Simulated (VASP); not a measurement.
A run of VASP 6.6.1:

The input INCAR:

```
SYSTEM = BN
ALGO     = Normal         ! electronic algorithm
EDIFF    = 1E-7           ! SCF threshold, eV
ENCUT    = 520            ! plane-wave cutoff, eV
GGA      = PS             ! functional
ISIF     = 2              ! what is computed and relaxed
ISMEAR   = -1             ! smearing method
LASPH    = .True.         ! aspherical terms in the spheres
LCHARG   = .False.        ! write CHGCAR
LREAL    = .False.        ! projectors in reciprocal space
LWAVE    = .False.        ! write WAVECAR
NBANDS   = 11             ! bands
NELM     = 80             ! most SCF steps
PREC     = Accurate       ! precision mode
SIGMA    = 0.03           ! smearing width, eV
```

KPOINTS

```
k-points
0
Gamma
  13 13 13
  0 0 0
```

The input POSCAR:

```
BN
1.0
   -0.0361500000      1.7894250000      1.7894250000
    1.7894250000     -0.0361500000      1.7894250000
    1.7894250000      1.7894250000     -0.0361500000
B N
1 1
Direct
    0.0000000000      0.0000000000      0.0000000000
    0.7500000000      0.7500000000      0.7500000000
```

Potentials or basis: VASP PAW PBE potentials, release 64 (B, N).

The run is started by

```sh
$ cat potpaw_PBE.64/B/POTCAR potpaw_PBE.64/N/POTCAR > POTCAR
$ mpirun -np 1 vasp_std > vasp.out
```

Hardware: 1 thread of AMD EPYC 7R13, on a shared host.

Task: Estimate the wall time of this run.

Result: It took 38 s on 1 thread of AMD EPYC 7R13, with other jobs on the host, peak memory 0.11 GiB. Counts: scf iterations 13, k points 231.
